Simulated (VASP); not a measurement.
Here is a VASP 6.6.1 calculation.

File INCAR:

```
SYSTEM = Ir
PREC     = Accurate       ! precision mode
ENCUT    = 560            ! plane-wave cutoff, eV
EDIFF    = 1E-6           ! SCF threshold, eV
ISMEAR   = 0              ! smearing method
SIGMA    = 0.1            ! smearing width, eV
LREAL    = .FALSE.        ! projectors in reciprocal space
LASPH    = .TRUE.         ! aspherical terms in the spheres
NELM     = 200            ! most SCF steps
ALGO     = Normal         ! electronic algorithm
ISIF     = 2              ! what is computed and relaxed
LWAVE    = .FALSE.        ! write WAVECAR
LCHARG   = .FALSE.        ! write CHGCAR
ISPIN    = 2              ! spin polarisation
MAGMOM   = -0.11 -0.11    ! initial moments
LORBIT   = 11             ! projections on sites
LMAXMIX  = 4              ! l up to which the mixer works
LDAU     = .TRUE.         ! DFT+U
LDAUTYPE = 1            
LDAUL    = 2              ! shell
LDAUU    = 4.4            ! U, eV
LDAUJ    = 0.4          
LDAUPRINT= 1            
GGA      = PE             ! functional
NBANDS   = 28             ! bands
GGA_COMPAT= .FALSE.
```

Contents of KPOINTS:

```
Automatic mesh
0
G
  4 4 2
  0 0 0
```

Contents of POSCAR:

```
Ir
1.0
    2.7513778946      0.0000000000      0.0000000000
   -1.3756889473      2.3827631521      0.0000000000
    0.0000000000      0.0000000000      4.4622900000
Ir
2
Direct
    0.6666666667      0.3333333333      0.7500000000
    0.3333333333      0.6666666667      0.2500000000
```

Potentials or basis: VASP PAW PBE potentials, release 64 (Ir_sv_GW).

The run is started by

```sh
$ cat potpaw_PBE.64/Ir_sv_GW/POTCAR > POTCAR
$ mpirun -np 1 vasp_std > vasp.out
```

(1) Predict the net moment.

(2) Estimate the pressure.

Answers

(1) -0.31 μB per cell.

(2) -11.0 GPa.

Caveat: the k points lie up to 0.70 Å⁻¹ apart; a moment this small can come from the mesh or the smearing; the U is typed as a test and isn't derived for this compound.
